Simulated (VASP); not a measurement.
WAu, 2 atoms in the cell. It takes space group F-43m (No. 216, cubic). The conventional cell has a = 5.818 Å, b = 5.818 Å, c = 5.818 Å, α = 90.00°, β = 90.00°, γ = 90.00°. Within 3.3 Å of W (site symmetry -43m) lie 4 Au at 2.52 Å. Au (site symmetry -43m) has 4 W at 2.52 Å within 3.3 Å. 

```yaml
Program: VASP 6.6.1
Task: relaxation of cell and atoms
Functional: r2SCAN
Potentials_or_basis: VASP PAW PBE potentials, release 64 (W_sv, Au)
Cutoff: 600 eV
k_mesh: 8 × 8 × 8
Occupations: fermi-dirac, width 0.05 eV
Spin: no spin polarisation
Target_pressure: 5 GPa
Dipole_correction: no
Further_INCAR_settings: ALGO = Normal; EDIFF = 1e-06; IBRION = 2; EDIFFG = -0.01; NSW = 60; ISIF = 3
```

Potentials or basis: VASP PAW PBE potentials, release 64 (W_sv, Au).

Run with:

```sh
$ cat potpaw_PBE.64/W_sv/POTCAR potpaw_PBE.64/Au/POTCAR > POTCAR
$ cp INCAR.step1 INCAR
$ mpirun -np 1 vasp_std > vasp.out
$ cp INCAR.step2 INCAR
$ mpirun -np 1 vasp_std > vasp.out
```

Hardware: 1 thread of Intel(R) Xeon(R) Platinum 8488C (Sapphire Rapids), with other jobs on the host.

How long does it take, and how much memory?

It took 8.3 min on 1 thread of Intel(R) Xeon(R) Platinum 8488C (Sapphire Rapids) (shared host), peak memory 0.25 GiB. Counts: k points 29, ion steps 7.
